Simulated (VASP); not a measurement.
# Ga (Fd-3m) in VASP: a series of runs, part 2 of 2

VASP 6.6.1. The steps go on from the part before.

## Step 3: Density of states, PBE (volume scaled by 0.58)

POSCAR reads:

```
Ga
1.0
    0.0000000000      2.4515040392      2.4515040392
    2.4515040392      0.0000000000      2.4515040392
    2.4515040392      2.4515040392      0.0000000000
Ga
2
Direct
   -0.1250000000     -0.1250000000     -0.1250000000
    0.1250000000      0.1250000000      0.1250000000
```

INCAR.step1 reads:

```
SYSTEM = Ga
PREC = Accurate
ENCUT = 520
EDIFF = 1E-6
ISMEAR = -1
SIGMA = 0.05
LREAL = .False.
LASPH = .True.
NELM = 60
ALGO = Normal
ISIF = 2
LWAVE = .False.
LCHARG = .True.
GGA = PE
NBANDS = 20
```

KPOINTS.step1 reads:

```
regular mesh
0
Gamma
  11 11 11
  0 0 0
```

INCAR.step2 reads:

```
SYSTEM = Ga
PREC = Accurate
ENCUT = 520
EDIFF = 1E-6
ISMEAR = -5
SIGMA = 0.05
LREAL = .False.
LASPH = .True.
NELM = 60
ALGO = Normal
ISIF = 2
LWAVE = .False.
LCHARG = .False.
GGA = PE
LORBIT = 10
NBANDS = 20
NEDOS = 2001
ICHARG = 11
```

KPOINTS.step2 reads:

```
regular mesh
0
Gamma
  17 17 17
  0 0 0
```

Potentials or basis: VASP PAW PBE potentials, release 64 (Ga_d).

The run is started by

```bash
cat potpaw_PBE.64/Ga_d/POTCAR > POTCAR
cp INCAR.step1 INCAR
cp KPOINTS.step1 KPOINTS
mpirun -np 1 vasp_std > vasp.out
cp INCAR.step2 INCAR
cp KPOINTS.step2 KPOINTS
mpirun -np 1 vasp_std > vasp.out
```

OUTCAR:

```text
SYSTEM = Ga
   PREC = Accurate
   ENCUT = 520
   EDIFF = 1E-6
   ISMEAR = -5
   LREAL = .False.
   LASPH = .True.
   NELM = 60
   ISIF = 2
   GGA = PE
   LORBIT = 10
   ICHARG = 11

 ion  position               nearest neighbor table
   1  0.875  0.875  0.875-   2 2.12   2 2.12   2 2.12   2 2.12
   2  0.125  0.125  0.125-   1 2.12   1 2.12   1 2.12   1 2.12

  LATTYP: Found a face centered cubic cell.
 ALAT       =     4.9030080784

  Lattice vectors:

 A1 = (   0.0000000000,   2.4515040392,   2.4515040392)
 A2 = (   2.4515040392,   0.0000000000,   2.4515040392)
 A3 = (   2.4515040392,   2.4515040392,   0.0000000000)

Analysis of symmetry for initial positions (statically):
=====================================================================
 Subroutine PRICEL returns:
 Original cell was already a primitive cell.

 Routine SETGRP: Setting up the symmetry group for a
 face centered cubic supercell.

 Subroutine GETGRP returns: Found 48 space group operations
 (whereof 12 operations were pure point group operations)
 out of a pool of 48 trial point group operations.

The static configuration has the point symmetry D_3d.
 The point group associated with its full space group is O_h .

Analysis of symmetry for dynamics (positions and initial velocities):
=====================================================================
 Subroutine PRICEL returns:
 Original cell was already a primitive cell.

 Routine SETGRP: Setting up the symmetry group for a
 face centered cubic supercell.

 Subroutine GETGRP returns: Found 48 space group operations
 (whereof 12 operations were pure point group operations)
 out of a pool of 48 trial point group operations.

The dynamic configuration has the point symmetry D_3d.
 The point group associated with its full space group is O_h .

 Subroutine INISYM returns: Found 48 space group operations
 (whereof 12 operations are pure point group operations),
 and found     1 'primitive' translations

----------------------------------------------------------------------------------------

                                     Primitive cell

  volume of cell :      29.4665

  direct lattice vectors                    reciprocal lattice vectors
     0.000000000  2.451504039  2.451504039    -0.203956425  0.203956425  0.203956425
     2.451504039  0.000000000  2.451504039     0.203956425 -0.203956425  0.203956425
     2.451504039  2.451504039  0.000000000     0.203956425  0.203956425 -0.203956425

  length of vectors
     3.466950260  3.466950260  3.466950260     0.353262891  0.353262891  0.353262891

  position of ions in fractional coordinates (direct lattice)
     0.875000000  0.875000000  0.875000000
     0.125000000  0.125000000  0.125000000

  ion indices of the primitive-cell ions
   primitive index   ion index
                 1           1
                 2           2

----------------------------------------------------------------------------------------

 KPOINTS: regular mesh

Automatic generation of k-mesh.
 Grid dimensions read from file:
 generate k-points for:   17   17   17

 Generating k-lattice:

  Cartesian coordinates                     Fractional coordinates (reciprocal lattice)
    -0.011997437  0.011997437  0.011997437     0.058823529  0.000000000  0.000000000
     0.011997437 -0.011997437  0.011997437     0.000000000  0.058823529  0.000000000
     0.011997437  0.011997437 -0.011997437     0.000000000  0.000000000  0.058823529

  Length of vectors
     0.020780170  0.020780170  0.020780170

  Shift w.r.t. Gamma in fractional coordinates (k-lattice)
     0.000000000  0.000000000  0.000000000

 TETIRR: Found    693 inequivalent tetrahedra from    29478

 Subroutine IBZKPT returns following result:
 ===========================================

 Found    165 irreducible k-points:

 Following reciprocal coordinates:
            Coordinates               Weight
  0.000000  0.000000  0.000000      1.000000
  0.058824  0.000000  0.000000      8.000000
  0.117647  0.000000  0.000000      8.000000
  0.176471  0.000000  0.000000      8.000000
  0.235294  0.000000  0.000000      8.000000
  0.294118  0.000000  0.000000      8.000000
[... 16 lines left out ...]
 -0.176471  0.058824  0.000000     24.000000
 -0.117647  0.058824  0.000000     24.000000
 [... further k-points ...]
   k-points           NKPTS =    165   k-points in BZ     NKDIM =    165   number of bands    NBANDS=     20
   number of dos      NEDOS =   2001   number of ions     NIONS =      2
   total plane-waves  NPLWV =  21952
   dimension x,y,z NGX =    28 NGY =   28 NGZ =   28
   dimension x,y,z NGXF=    56 NGYF=   56 NGZF=   56
   ions per type =               2
   NGX,Y,Z   is equivalent  to a cutoff of  13.43, 13.43, 13.43 a.u.
   NGXF,Y,Z  is equivalent  to a cutoff of  26.85, 26.85, 26.85 a.u.
 SYSTEM =  Ga
   PREC   = accura    normal or accurate (medium, high low for compatibility)
   ISTART =      0    job   : 0-new  1-cont  2-samecut
   ICHARG =     11    charge: 1-file 2-atom 10-const
   ISPIN  =      1    spin polarized calculation?
   LNONCOLLINEAR =      F non collinear calculations
   LSORBIT =      F    spin-orbit coupling
   LASPH  =      T    aspherical Exc in radial PAW
   ENCUT  =  520.0 eV  38.22 Ry    6.18 a.u.   6.45  6.45  6.45*2*pi/ulx,y,z
   NELM   =     60;   NELMIN=  2; NELMDL=  0     # of ELM steps
   EDIFF  = 0.1E-05   stopping-criterion for ELM
   LREAL  =      F    real-space projection
   EDIFFG = 0.1E-04   stopping-criterion for IOM
   NSW    =      0    number of steps for IOM
   IBRION =     -1    ionic relax: 0-MD 1-quasi-New 2-CG
   NFREE  =      0    steps in history (QN), initial steepest desc. (CG)
   ISIF   =      2    stress and relaxation
   ISYM   =      2    0-nonsym 1-usesym 2-fastsym
   POTIM  = 0.5000    time-step for ionic-motion
   TEBEG  =    0.0;   TEEND  =   0.0 temperature during run
   PSTRESS=    0.0 pullay stress
   NELECT =      26.0000    total number of electrons
   NUPDOWN=      -1.0000    fix difference up-down
   EMIN   =  10.00;   EMAX   =-10.00  energy-range for DOS
   EFERMI =   0.00;   METHOD = LEGACY
   ISMEAR =    -5;   SIGMA  =   0.05  broadening in eV -4-tet -1-fermi 0-gaus
   EFERMI_NEDOS =   21; number of points for ismear=-14 and -15
   IALGO  =     38    algorithm
   IMIX   =      4    mixing-type and parameters
     AMIX     =   0.40;   BMIX     =  1.00
     AMIX_MAG =   1.60;   BMIX_MAG =  1.00
  volume/ion in A,a.u.               =      14.73        99.42
  Fermi-wavevector in a.u.,A,eV,Ry     =   1.570206  2.967259 33.545807  2.465547
  Thomas-Fermi vector in A             =   2.671974
   LORBIT       =     10    0 simple, 1 ext, 2 COOP (PROOUT), +10 PAW based schemes
   GGA     = PE    functional components
   LHFCALC =     F    Hartree Fock is set to
   AEXX    =    0.0000 exact exchange contribution
   IVDW    =     0    specifies the selected vdW correction
   LEPSILON=     F    determine dielectric tensor
   LRPA    =     F    only Hartree local field effects (RPA)
 non-spin polarized calculation
 Fermi weights with tetrahedron method with Bloechl corrections
  energy-cutoff  :      520.00
  volume of cell :       29.47
 maximum number of plane-waves:       821
 NGX is ok and might be reduce to    28

 number of electron      26.0000009 magnetization

 Free energy of the ion-electron system (eV)
  ---------------------------------------------------
  ext. energy  EPLUGINS =         0.00000000
  ---------------------------------------------------
  free energy    TOTEN  =        -2.39916923 eV

  energy without entropy =       -2.39916923  energy(sigma->0) =       -2.39916923

 E-fermi :   7.2682     XC(G=0): -12.0044

 val. band max:        7.2994457810   @ k =  -0.3529   0.3529   0.0000
 cond. band min:       7.3571234736   @ k =   0.4706   0.1765   0.0588
 fundamental gap:      0.0576776927
 Fermi energy:         7.2682399510

 k-point     1 :       0.0000    0.0000    0.0000
  band No.  band energies     occupation
      1      -8.6157      2.00000
      2      -8.6157      2.00000
      3      -8.6157      2.00000
      4      -8.5390      2.00000
      5      -8.5390      2.00000
      6      -7.6216      2.00000
[... 12 lines left out ...]
     19      17.9314      0.00000
[... 513 lines left out ...]
      4      -8.4657      2.00000
      5      -8.4253      2.00000
      6      -7.6892      2.00000
[... 12 lines left out ...]
     19      18.9208      0.00000
     20      19.7653      0.00000

 [... further k-points ...]
[... 5 lines left out ...]
  --------------------------------------------------------------------------------------
  -------------------------------------------------------------------------------------
  Total       12.8880675     12.8880675     12.8880675      0.0000000     -0.0000000     -0.0000000
  in kB      700.7620070    700.7620070    700.7620070      0.0000000     -0.0000000     -0.0000000
  external PRESSURE =     700.7620070 kB  Pullay stress =       0.0000000 kB

 VOLUME and BASIS-vectors are now :
 -----------------------------------------------------------------------------
  energy-cutoff  :      520.00
  volume of cell :       29.47
      direct lattice vectors                 reciprocal lattice vectors
     0.000000000  2.451504039  2.451504039    -0.203956425  0.203956425  0.203956425
     2.451504039  0.000000000  2.451504039     0.203956425 -0.203956425  0.203956425
     2.451504039  2.451504039  0.000000000     0.203956425  0.203956425 -0.203956425

 POSITION                                       TOTAL-FORCE (eV/Angst)
 -----------------------------------------------------------------------------------
      4.29013      4.29013      4.29013        -0.000000     -0.000000     -0.000000
      0.61288      0.61288      0.61288         0.000000      0.000000      0.000000
 -----------------------------------------------------------------------------------
    total drift:                                0.000000     -0.000000     -0.000000

  FREE ENERGIE OF THE ION-ELECTRON SYSTEM (eV)
  ---------------------------------------------------
  free  energy   TOTEN  =        -2.3991692313 eV

  energy  without entropy=       -2.3991692313  energy(sigma->0) =       -2.39916923

 total charge

# of ion       s       p       d       tot
------------------------------------------
    1        1.075   1.170  10.027  12.272
    2        1.075   1.170  10.027  12.272
--------------------------------------------------
tot          2.151   2.340  20.053  24.544
```

Run time: 82 s. Hardware: 1 thread of Intel Xeon Platinum 8259CL at 2.50GHz (Skylake/Cascade Lake), shared host; peak memory 0.2 GiB.

Results:

* Valence electrons inside the program's atomic spheres: Ga 12.27

Caveat: the cell differs from its parent crystal (volume scaled by 0.58); tetrahedron occupations give inexact forces and stress in metals.

## Step 4: Density of states, PBE

This run uses another cell than the first one, of 25.40 Å³/atom, 2.326 times its volume.

POSCAR reads:

```
Ga
1.0
    0.0000000000      2.9396115739      2.9396115739
    2.9396115739      0.0000000000      2.9396115739
    2.9396115739      2.9396115739      0.0000000000
Ga
2
Direct
   -0.1250000000     -0.1250000000     -0.1250000000
    0.1250000000      0.1250000000      0.1250000000
```

INCAR.step1 reads:

```
ALGO = Normal
EDIFF = 1E-6
ENCUT = 520
GGA = PE
ISIF = 2
ISMEAR = -1
LASPH = True
LCHARG = True
LREAL = False
LWAVE = False
NBANDS = 20
NELM = 80
PREC = Accurate
SIGMA = 0.05
```

KPOINTS.step1 reads:

```
k-points
0
Gamma
  11 11 11
```

INCAR.step2 reads:

```
ALGO = Normal
EDIFF = 1E-6
ENCUT = 520
GGA = PE
ICHARG = 11
ISIF = 2
ISMEAR = -5
LASPH = True
LCHARG = False
LORBIT = 10
LREAL = False
LWAVE = False
NEDOS = 2001
NELM = 80
PREC = Accurate
SIGMA = 0.05
```

KPOINTS.step2 reads:

```
k-points
0
Gamma
  17 17 17
```

The run is started by

```bash
cat potpaw_PBE.64/Ga_d/POTCAR > POTCAR
cp INCAR.step1 INCAR
cp KPOINTS.step1 KPOINTS
mpirun -np 1 vasp_std > vasp.out
cp INCAR.step2 INCAR
cp KPOINTS.step2 KPOINTS
mpirun -np 1 vasp_std > vasp.out
```

It took 35 s on 1 thread of Intel Xeon 6975P-C (Granite Rapids), shared host; peak memory 0.25 GiB.

Results (log left out):

```yaml
Valence_electrons_inside_the_program's_atomic_spheres: Ga 11.60
```

Levels at points of the mesh, in eV from the Fermi level:
```
           k point  band 11  band 12  band 13  band 14  band 15  band 16
(0.00, 0.00, 0.00)    -9.31     2.73     2.73     2.73     3.38     4.77
```

Caveat: tetrahedron occupations give inexact forces and stress in metals.

## Step 5: Density of states, PBE

This run uses another cell than the first one, of 25.40 Å³/atom, 2.326 times its volume.

POSCAR is that of step 4.

INCAR.step1 reads:

```
SYSTEM = Ga
PREC = Accurate ; ENCUT = 520
EDIFF = 1E-7 ; ISMEAR = -1
SIGMA = 0.05 ; LREAL = .FALSE.
LASPH = .TRUE. ; NELM = 80
ALGO = Normal ; ISIF = 2
LWAVE = .FALSE. ; LCHARG = .TRUE.
GGA = PE ; NBANDS = 20
```

KPOINTS.step1 reads:

```
Automatic mesh
0
G
  11 11 11
  0 0 0
```

INCAR.step2 reads:

```
SYSTEM = Ga
PREC = Accurate ; ENCUT = 520
EDIFF = 1E-7 ; ISMEAR = -5
SIGMA = 0.05 ; LREAL = .FALSE.
LASPH = .TRUE. ; NELM = 80
ALGO = Normal ; ISIF = 2
LWAVE = .FALSE. ; LCHARG = .FALSE.
GGA = PE ; LORBIT = 11
NBANDS = 20 ; NEDOS = 2001
ICHARG = 11
```

KPOINTS.step2 reads:

```
Automatic mesh
0
G
  17 17 17
  0 0 0
```

The run is started by

```bash
cat potpaw_PBE.64/Ga_d/POTCAR > POTCAR
cp INCAR.step1 INCAR
cp KPOINTS.step1 KPOINTS
mpirun -np 1 vasp_std > vasp.out
cp INCAR.step2 INCAR
cp KPOINTS.step2 KPOINTS
mpirun -np 1 vasp_std > vasp.out
```

Wall time 42 s (1 thread of Intel Xeon 6975P-C (Granite Rapids), shared host); peak memory 0.26 GiB.

It converged, with:

```
Valence electrons inside the program's atomic spheres : Ga 11.60
```

Levels at points of the mesh, in eV from the Fermi level:
```csv
k point,band 11,band 12,band 13,band 14,band 15,band 16
"(0.00, 0.00, 0.00)",-9.31,2.73,2.73,2.73,3.38,4.77
```

Caveat: tetrahedron occupations give inexact forces and stress in metals.
